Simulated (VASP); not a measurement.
# Pb (Fm-3m) in VASP: a series of runs, part 2 of 2

VASP 6.6.1.

**5. Single point, PBE, non-collinear spin, zero start, spin-orbit coupling**

This run uses another cell than the first one, of 30.93 Å³/atom, 1.041 times its volume.

Input file INCAR:

```
ALGO = Fast
EDIFF = 1E-7
ENCUT = 520
GGA = PE
GGA_COMPAT = False
ISIF = 2
ISMEAR = -1
LASPH = True
LCHARG = False
LORBIT = 11
LORBMOM = True
LREAL = False
LSORBIT = True
LWAVE = False
MAGMOM = 0 0 0
NBANDS = 25
NELM = 150
PREC = Accurate
SIGMA = 0.05
```

Input file KPOINTS:

```
k-points
0
Gamma
  9 9 9
```

Input file POSCAR:

```
Pb
1.0
    0.0000000000      2.4914113386      2.4914113386
    2.4914113386      0.0000000000      2.4914113386
    2.4914113386      2.4914113386      0.0000000000
Pb
1
Direct
    0.0000000000      0.0000000000      0.0000000000
```

Started as:

```console
$ cat potpaw_PBE.64/Pb_d/POTCAR > POTCAR
$ mpirun -np 1 vasp_ncl > vasp.out
```

It took 63 s on 1 thread of Intel Xeon Platinum 8559C (Emerald Rapids), shared host; peak memory 0.26 GiB.

The run converged. Its results:

* Free energy: -4.1141 eV
* Pressure: 1.3 GPa
* Net moment: 0.00 μB per cell
* Valence electrons inside the program's atomic spheres: Pb 11.96

Moments on the atoms (μB; x, y, z):
```
Pb  0.00 0.00 0.00
```

**6. Single point, PBE, non-collinear spin, zero start, spin-orbit coupling**

This run uses another cell than the first one, of 31.54 Å³/atom, 1.061 times its volume.

Input file INCAR:

```
ALGO = Fast
EDIFF = 1E-6
ENCUT = 520
GGA = PE
GGA_COMPAT = F
ISIF = 2
ISMEAR = -1
LASPH = T
LCHARG = F
LORBIT = 11
LORBMOM = T
LREAL = F
LSORBIT = T
LWAVE = F
MAGMOM = 0 0 0
NBANDS = 25
NELM = 150
PREC = Accurate
SIGMA = 0.05
```

KPOINTS is that of step 5.

Input file POSCAR:

```
Pb
1.0
    0.0000000000      2.5075897876      2.5075897876
    2.5075897876      0.0000000000      2.5075897876
    2.5075897876      2.5075897876      0.0000000000
Pb
1
Direct
    0.0000000000      0.0000000000      0.0000000000
```

Potentials or basis: VASP PAW PBE potentials, release 64 (Pb_d).

Started as:

```console
$ cat potpaw_PBE.64/Pb_d/POTCAR > POTCAR
$ mpirun -np 1 vasp_ncl > vasp.out
```

OUTCAR:

```text
EDIFF = 1E-6
   ENCUT = 520
   GGA = PE
   ISIF = 2
   ISMEAR = -1
   LASPH = T
   LORBIT = 11
   LREAL = F
   LSORBIT = T
   NELM = 150
   PREC = Accurate

 ion  position               nearest neighbor table
   1  0.000  0.000  0.000-

  LATTYP: Found a face centered cubic cell.
 ALAT       =     5.0151795752

  Lattice vectors:

 A1 = (   0.0000000000,   2.5075897876,   2.5075897876)
 A2 = (   2.5075897876,   0.0000000000,   2.5075897876)
 A3 = (   2.5075897876,   2.5075897876,   0.0000000000)

Analysis of symmetry for initial positions (statically):
=====================================================================
 Subroutine PRICEL returns:
 Original cell was already a primitive cell.

 Routine SETGRP: Setting up the symmetry group for a
 face centered cubic supercell.

 Subroutine GETGRP returns: Found 48 space group operations
 (whereof 48 operations were pure point group operations)
 out of a pool of 48 trial point group operations.

The static configuration has the point symmetry O_h .

Analysis of symmetry for dynamics (positions and initial velocities):
=====================================================================
 Subroutine PRICEL returns:
 Original cell was already a primitive cell.

 Routine SETGRP: Setting up the symmetry group for a
 face centered cubic supercell.

 Subroutine GETGRP returns: Found 48 space group operations
 (whereof 48 operations were pure point group operations)
 out of a pool of 48 trial point group operations.

The dynamic configuration has the point symmetry O_h .

Analysis of structural, dynamic, and magnetic symmetry:
=====================================================================
 Subroutine PRICEL returns:
 Original cell was already a primitive cell.

 Routine SETGRP: Setting up the symmetry group for a
 face centered cubic supercell.

 Subroutine GETGRP returns: Found 48 space group operations
 (whereof 48 operations were pure point group operations)
[... 838 lines left out ...]
  Total        0.0706968      0.0706968      0.0706968     -0.0000000     -0.0000000      0.0000000
  in kB        3.5917892      3.5917892      3.5917892     -0.0000000     -0.0000000      0.0000000
  external PRESSURE =       3.5917892 kB  Pullay stress =       0.0000000 kB

 VOLUME and BASIS-vectors are now :
 -----------------------------------------------------------------------------
  energy-cutoff  :      520.00
  volume of cell :       31.54
      direct lattice vectors                 reciprocal lattice vectors
     0.000000000  2.507589788  2.507589788    -0.199394655  0.199394655  0.199394655
     2.507589788  0.000000000  2.507589788     0.199394655 -0.199394655  0.199394655
     2.507589788  2.507589788  0.000000000     0.199394655  0.199394655 -0.199394655

 POSITION                                       TOTAL-FORCE (eV/Angst)
 -----------------------------------------------------------------------------------
      0.00000      0.00000      0.00000         0.000000      0.000000     -0.000000
 -----------------------------------------------------------------------------------
    total drift:                               -0.000000     -0.000000     -0.000000

  FREE ENERGIE OF THE ION-ELECTRON SYSTEM (eV)
  ---------------------------------------------------
  free  energy   TOTEN  =        -4.1177016986 eV

  energy  without entropy=       -4.1153751171  energy(sigma->0) =       -4.11653841

 orbital moment (x)

 # of ion     p       d       tot
 ----------------------------------------
  1         0.000   0.000   0.000
 ----------------------------------------
            0.000   0.000   0.000

 orbital moment (y)

 # of ion     p       d       tot
 ----------------------------------------
  1         0.000   0.000   0.000
 ----------------------------------------
            0.000   0.000   0.000

 orbital moment (z)

 # of ion     p       d       tot
 ----------------------------------------
  1         0.000   0.000   0.000
 ----------------------------------------
            0.000   0.000   0.000

 Spin-Orbit-Coupling matrix elements

 Ion:    1  E_soc:     -1.1288581
 l=   1
     0.0000000    -0.1206800    -0.1206800
    -0.1206800     0.0000000    -0.1206800
    -0.1206800    -0.1206800     0.0000000
 l=   2
     0.0000000    -0.0135733     0.0000000    -0.0135733    -0.0538897
    -0.0135733     0.0000000    -0.0404173    -0.0135733    -0.0134724
     0.0000000    -0.0404173     0.0000000    -0.0404173     0.0000000
    -0.0135733    -0.0135733    -0.0404173     0.0000000    -0.0134724
    -0.0538897    -0.0134724     0.0000000    -0.0134724     0.0000000
 l=   3
     0.0000000     0.0000000     0.0000000     0.0000000     0.0000000     0.0000000     0.0000000
     0.0000000     0.0000000     0.0000000     0.0000000     0.0000000     0.0000000     0.0000000
     0.0000000     0.0000000     0.0000000     0.0000000     0.0000000     0.0000000     0.0000000
     0.0000000     0.0000000     0.0000000     0.0000000     0.0000000     0.0000000     0.0000000
     0.0000000     0.0000000     0.0000000     0.0000000     0.0000000     0.0000000     0.0000000
     0.0000000     0.0000000     0.0000000     0.0000000     0.0000000     0.0000000     0.0000000
     0.0000000     0.0000000     0.0000000     0.0000000     0.0000000     0.0000000     0.0000000

 total charge

# of ion       s       p       d       tot
------------------------------------------
    1        1.397   0.743   9.809  11.950

 magnetization (x)

# of ion       s       p       d       tot
------------------------------------------
    1       -0.000   0.000  -0.000  -0.000

 magnetization (y)

# of ion       s       p       d       tot
------------------------------------------
    1       -0.000  -0.000   0.000  -0.000

 magnetization (z)

# of ion       s       p       d       tot
------------------------------------------
    1        0.000  -0.000   0.000  -0.000
```

OSZICAR:

```text
N       E                     dE             d eps       ncg     rms          rms(c)
DAV:   1     0.150202188648E+03    0.15020E+03   -0.66132E+03  1758   0.133E+03
DAV:   2     0.745923987728E+01   -0.14274E+03   -0.13757E+03  1790   0.365E+02
DAV:   3    -0.371843315141E+01   -0.11178E+02   -0.11050E+02  2078   0.123E+02
DAV:   4    -0.410399032909E+01   -0.38556E+00   -0.38524E+00  2245   0.246E+01
DAV:   5    -0.412518582871E+01   -0.21195E-01   -0.21195E-01  2724   0.527E+00    0.478E-01
RMM:   6    -0.411933107226E+01    0.58548E-02   -0.80775E-03  2112   0.134E+00    0.234E-01
RMM:   7    -0.411768235655E+01    0.16487E-02   -0.48150E-03  2219   0.797E-01    0.198E-01
RMM:   8    -0.411770828053E+01   -0.25924E-04   -0.13334E-03  2653   0.405E-01    0.358E-02
RMM:   9    -0.411769520423E+01    0.13076E-04   -0.23173E-04  2673   0.204E-01    0.644E-03
RMM:  10    -0.411770266450E+01   -0.74603E-05   -0.54949E-05  2906   0.772E-02    0.372E-03
RMM:  11    -0.411770169860E+01    0.96590E-06   -0.94944E-06  2573   0.296E-02
   1 F= -.41177017E+01 E0= -.41165384E+01  d E =-.232658E-02  mag=     0.0000    -0.0000    -0.0000
```

stdout:

```text
POSCAR found type information on POSCAR Pb
 POSCAR found :  1 types and       1 ions
 scaLAPACK will be used
 LDA part: xc-table for (Slater+PW92), standard interpolation
 POSCAR, INCAR and KPOINTS ok, starting setup
 FFT: planning ... GRIDC
 FFT: planning ... GRID_SOFT
 FFT: planning ... GRID
 WAVECAR not read
 entering main loop
```

Run time: 34 s. Hardware: 1 thread of Intel Xeon Platinum 8559C (Emerald Rapids), shared host; peak memory 0.26 GiB.

Results:

| Property | Result |
| --- | --- |
| Free energy | -4.1177 eV |
| Pressure | 0.4 GPa |
| Net moment | 0.00 μB per cell |
| Valence electrons inside the program's atomic spheres | Pb 11.95 |

Moments on the atoms (μB; x, y, z):
```
Pb  0.00 0.00 0.00
```

**7. Summary**

```tsv
task	level	spin	cell	cutoff (eV)	pressure (GPa)	moment (μB)
single point	PBE	non-collinear, zero start, SOC	a = 3.477 Å, angles 60.0°, 1 atom	520	3.4	0.00
relaxation of cell and atoms	r2SCAN	off	relaxed from a = 3.500 Å, angles 60.0°, 1 atom	600	0.0	-
single point	PBE	non-collinear, zero start, SOC	a = 3.500 Å, angles 60.0°, 1 atom	520	2.3	0.00
single point	PBE	non-collinear, zero start, SOC	a = 3.523 Å, angles 60.0°, 1 atom	520	1.3	0.00
single point	PBE	non-collinear, zero start, SOC	a = 3.546 Å, angles 60.0°, 1 atom	520	0.4	0.00
```

Alike in all rows: potentials or basis VASP PAW PBE potentials, release 64 (Pb_d); k mesh 9 × 9 × 9; smearing fermi-dirac 0.05 eV.

Caveats: the PAW data sets were made with another functional, which shifts forces and pressure a little (some runs).

Total energies depend on the potentials used, so only differences within one code and one set of settings carry meaning.

**8. How close it comes**

Step 3. The cell as given is a measured one (30.32 Å³/atom); r2SCAN puts the equilibrium volume +2.4 % from it, thermal expansion not counted.
